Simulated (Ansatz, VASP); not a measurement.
# One calculation of InO, two programs

```
CELL_PARAMETERS angstrom
3.55141 0.00000 0.00000
-1.77570 3.07561 0.00000
0.00000 0.00000 25.91362
ATOMIC_POSITIONS crystal
In 0.00000 0.00000 0.32019
O 0.66667 0.33333 0.29725
```

Alike in both runs: task single point; functional PBEsol; k mesh 9 × 9 × 1; occupations fermi-dirac, width 0.05 eV; no spin polarisation.

|  | VASP | Ansatz |
| --- | --- | --- |
| version | VASP 6.6.1 | Ansatz 0.2.0 |
| potentials or method | VASP PAW PBE potentials, release 64 (In_d, O), cutoff 520 eV | all-electron LAPW, scalar-relativistic |

VASP gave:

* gap on the k mesh at the Fermi level (eV): none
* rms of the force components (eV/Å): 0.098

Q: Estimate Ansatz's values.

A: gap on the k mesh at the Fermi level (eV): none; rms of the force components (eV/Å): 0.113.

VASP's potentials were made for PBE, not for PBEsol. Atom by atom the forces differ by 0.014 eV/Å (rms over components). A gap of «none» marks a metal or a gap that the smearing closes. Ansatz ran all-electron here, and VASP with PAW potentials.
